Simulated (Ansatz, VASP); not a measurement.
## C in VASP and in Ansatz

```
CELL_PARAMETERS angstrom
2.14141 -1.23641 0.00000
2.14141 1.23641 0.00000
-1.38820 0.00000 3.52603
ATOMIC_POSITIONS crystal
C 0.83336 0.83336 0.00009
C 0.16664 0.16664 0.99991
```

Alike in both runs: task single point; functional PBEsol; k mesh 14 × 14 × 8; occupations gaussian, width 0.15 eV; no spin polarisation.

```csv
,VASP,Ansatz
version,VASP 6.6.1,Ansatz 0.2.0
potentials or method,"VASP PAW PBE potentials, release 64 (C), cutoff 520 eV","plane waves, PAW"
valence electrons in the cell,8,8
```

Ansatz gave:

| Item | Value |
| --- | --- |
| pressure (GPa) | -4.3 |
| traceless stress, the component that is largest in VASP (GPa) | 4.67 |

Question: What did VASP give for the same quantities?

Answer: Pressure (GPa): -3.7; traceless stress, the component that is largest in VASP (GPa): 3.98.

VASP's potentials were made for PBE, not for PBEsol.
